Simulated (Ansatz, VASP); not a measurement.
C in VASP and in Ansatz

The input INCAR:

```
SYSTEM = C
  PREC = Accurate
  ENCUT = 520
  EDIFF = 1E-7
  ISMEAR = 0
  SIGMA = 0.02
  LREAL = .FALSE.
  LASPH = .TRUE.
  NELM = 120
  ALGO = Normal
  ISIF = 2
  LWAVE = .FALSE.
  LCHARG = .FALSE.
  GGA = PS
  IBRION = 2
  NSW = 60
  EDIFFG = -0.002
  GGA_COMPAT = .FALSE.
  NELMIN = 4
```

Contents of KPOINTS:

```
Automatic mesh
0
G
  10 10 10
  0 0 0
```

Contents of POSCAR:

```
C
1.0
    0.0000000000      1.7946008943      1.7724238722
    1.7946008943      0.0000000000      1.7724238722
    1.7946008943      1.7946008943      0.0000000000
C
2
Direct
    0.0000000000      0.0000000000      0.0000000000
    0.2500000000      0.2500000000      0.2500000000
```

Input for Ansatz:

```yaml
crystal:
  lattice:
    - [0.0, 1.7946008943, 1.7724238722]
    - [1.7946008943, 0.0, 1.7724238722]
    - [1.7946008943, 1.7946008943, 0.0]
  atoms:
    - { symbol: C, position: [0.0, 0.0, 0.0] }
    - { symbol: C, position: [0.25, 0.25, 0.25] }
basis:
  ecutwfc: 600.0
kpoints:
  mp_grid: { grid: [10, 10, 10] }
hamiltonian:
  xc: pbesol
  pseudopotentials: { kind: paw, azcp: { folder: soft_1 } }
scf:
  occupations: { method: gaussian, width: 0.02 }
output:
  forces: true
  stress: true
  eigenvalues: true
relax:
  adjacent_minimum: "off"
  f_tol: 0.002
  max_steps: 40
```

Change from the starting cell: strained cell.

Alike in both runs: task relaxation of the atoms; functional PBEsol; k mesh 10 × 10 × 10; occupations gaussian, width 0.02 eV; no spin polarisation.

|  | VASP | Ansatz |
| --- | --- | --- |
| version | VASP 6.6.1 | Ansatz 0.2.0 |
| potentials or method | VASP PAW PBE potentials, release 64 (C), cutoff 520 eV | scalar-relativistic, plane waves, PAW |
| valence electrons in the cell | 8 | 8 |

VASP gave:

| Item | Value |
| --- | --- |
| gap on the k mesh at the Fermi level, each at its own relaxed structure (eV) | 3.70 |

Problem. Estimate Ansatz's values.

Solution. gap on the k mesh at the Fermi level, each at its own relaxed structure (eV): 3.71.

VASP's potentials were made for PBE, not for PBEsol, and Ansatz warns of the same on its side. Ansatz's warnings: stress scf threshold loose.

Noted on VASP's run: the relaxation stopped at its first step, so nothing moved.
